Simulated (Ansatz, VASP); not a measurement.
**One calculation of Si4O7, two programs**

```
Si O
1.0
     5.07998    0.00000    0.00000
     0.00000    5.07998    0.00000
     0.00000    0.00000    7.09148
Si O
4 7
Direct
  0.29443 0.29443 0.00000
  0.20557 0.79443 0.25000
  0.70557 0.70557 0.50000
  0.79443 0.20557 0.75000
  0.40537 0.74096 0.42483
  0.75904 0.90537 0.67483
  0.59463 0.25904 0.92483
  0.74096 0.40537 0.57517
  0.79056 0.81843 0.37660
  0.25904 0.59463 0.07517
  0.09463 0.24096 0.82517
```

Change from the starting cell: O vacancy; atom 9 moved -0.125 of the way to it and +0.675 Å across, host rigid.

Alike in both runs: task single point; functional PBE; k mesh 4 × 4 × 4; occupations gaussian, width 0.05 eV; no spin polarisation.

|  | VASP | Ansatz |
| --- | --- | --- |
| version | VASP 6.6.1 | Ansatz 0.2.0 |
| potentials or method | VASP PAW PBE potentials, release 64 (Si, O), cutoff 520 eV | scalar-relativistic, plane waves, PAW |
| valence electrons in the cell | 58 | 58 |

Ansatz gave:

* gap on the k mesh at the Fermi level (eV): 1.96
* least direct gap on the mesh (eV): 1.96
* pressure (GPa): 23.7
* traceless stress, the component that is largest in VASP (GPa): -21.96
* rms of the force components (eV/Å): 17.361

**Question.** Estimate VASP's values.

**Answer.** gap on the k mesh at the Fermi level (eV): 1.96; least direct gap on the mesh (eV): 1.96; pressure (GPa): 22.0; traceless stress, the component that is largest in VASP (GPa): -19.93; rms of the force components (eV/Å): 16.124.

Atom by atom the forces differ by 1.246 eV/Å (rms over components).
